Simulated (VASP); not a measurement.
Wanted: the native input for a VASP 6.6.1 run.

```
Task                   : single point
Functional             : r2SCAN
Potentials or basis    : VASP PAW PBE potentials, release 64 (Sr_sv)
Cutoff                 : 520 eV
k mesh                 : 6 × 6 × 6
Occupations            : gaussian, width 0.05 eV
Spin                   : no spin polarisation
Dipole correction      : no
Further INCAR settings : ALGO = Normal; EDIFF = 1e-06; NBANDS = 11
```

The system is Sr.

```
CELL_PARAMETERS angstrom
0.00000 3.04235 3.04235
3.04235 0.00000 3.04235
3.04235 3.04235 0.00000
ATOMIC_POSITIONS crystal
Sr 0.00000 0.00000 0.00000
```

The input as run:

POSCAR

```
Sr
1.0
    0.0000000000      3.0423500000      3.0423500000
    3.0423500000      0.0000000000      3.0423500000
    3.0423500000      3.0423500000      0.0000000000
Sr
1
Direct
    0.0000000000      0.0000000000      0.0000000000
```

INCAR.step1

```
SYSTEM = Sr
PREC = Accurate ; ENCUT = 520
ISMEAR = 0 ; SIGMA = 0.05
LREAL = .FALSE. ; LASPH = .TRUE.
NELM = 100 ; NBANDS = 11
GGA = PE ; ALGO = Normal
EDIFF = 1E-4 ; LWAVE = .TRUE.
LCHARG = .FALSE.
```

INCAR.step2

```
SYSTEM = Sr
PREC = Accurate ; ENCUT = 520
EDIFF = 1E-6 ; ISMEAR = 0
SIGMA = 0.05 ; LREAL = .FALSE.
LASPH = .TRUE. ; NELM = 100
ALGO = Normal ; ISIF = 2
LWAVE = .FALSE. ; LCHARG = .TRUE.
METAGGA = R2SCAN ; LMIXTAU = .TRUE.
LELF = .TRUE. ; LVHAR = .TRUE.
NBANDS = 11 ; ISTART = 1
```

KPOINTS

```
Automatic mesh
0
G
  6 6 6
  0 0 0
```

Potentials or basis: VASP PAW PBE potentials, release 64 (Sr_sv).

Run with:

```sh
$ cat potpaw_PBE.64/Sr_sv/POTCAR > POTCAR
$ cp INCAR.step1 INCAR
$ mpirun -np 1 vasp_std > vasp.out
$ cp INCAR.step2 INCAR
$ mpirun -np 1 vasp_std > vasp.out
```

Results of the run:

```json
{"Pressure": "0.0 GPa", "Band gap on the k mesh": "zero (bands 5 and 6 overlap by 0.06 eV)"}
```

Caveat: the PAW data sets were made with another functional, which shifts forces and pressure a little.

Run time: 50 s on 1 thread of Intel Xeon 8259CL, on a shared host, peak memory 0.18 GiB.
